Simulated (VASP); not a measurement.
Set up this calculation in VASP 6.6.1, as the native input.

```
Task                   : single point
Functional             : LDA
Potentials or basis    : VASP PAW LDA potentials, release 64 (Mg, O)
Cutoff                 : 520 eV
k mesh                 : 9 × 9 × 8
Occupations            : gaussian, width 0.05 eV
Spin                   : no spin polarisation
Dipole correction      : no
Further INCAR settings : ALGO = Normal; EDIFF = 1e-06; NBANDS = 11
```

The structure of MgO lies in POSCAR:

```
MgO
1.0
    2.9380209034      0.0000000000      0.0000000000
   -1.4690104517      2.5444007392      0.0000000000
    0.0000000000      0.0000000000      2.6796800000
Mg O
1 1
Direct
    0.0000000000      0.0000000000      0.0000000000
    0.3333333333      0.6666666667      0.4906705278
```

This cell differs from its parent crystal: all O atoms moved +0.025 Å, as atom 2 towards its neighbour atom 2 (O) at 2.680 Å.

One way to write it, as run:

INCAR

```
PREC = Accurate ; ENCUT = 520
EDIFF = 1E-6 ; ISMEAR = 0
SIGMA = 0.05 ; LREAL = False
LASPH = True ; NELM = 60
ALGO = Normal ; ISIF = 2
LWAVE = False ; LCHARG = False
GGA = CA ; NBANDS = 11
```

KPOINTS

```
regular mesh
0
Gamma
  9 9 8
```

Potentials or basis: VASP PAW LDA potentials, release 64 (Mg, O).

Command:

```console
$ cat potpaw_LDA.64/Mg/POTCAR potpaw_LDA.64/O/POTCAR > POTCAR
$ mpirun -np 1 vasp_std > vasp.out
```

Results of the run:

```json
{
 "Pressure": "-10.9 GPa",
 "Largest force": "0.072 eV/Å",
 "Band gap on the k mesh": "2.94 eV, indirect (least direct gap 3.35 eV)"
}
```

Caveat: the cell differs from its parent crystal (all O atoms moved +0.025 Å, as atom 2 towards its neighbour atom 2 (O) at 2.680 Å).

Wall time 16 s on 1 thread of Intel Xeon 8259CL (shared host), peak memory 0.14 GiB.
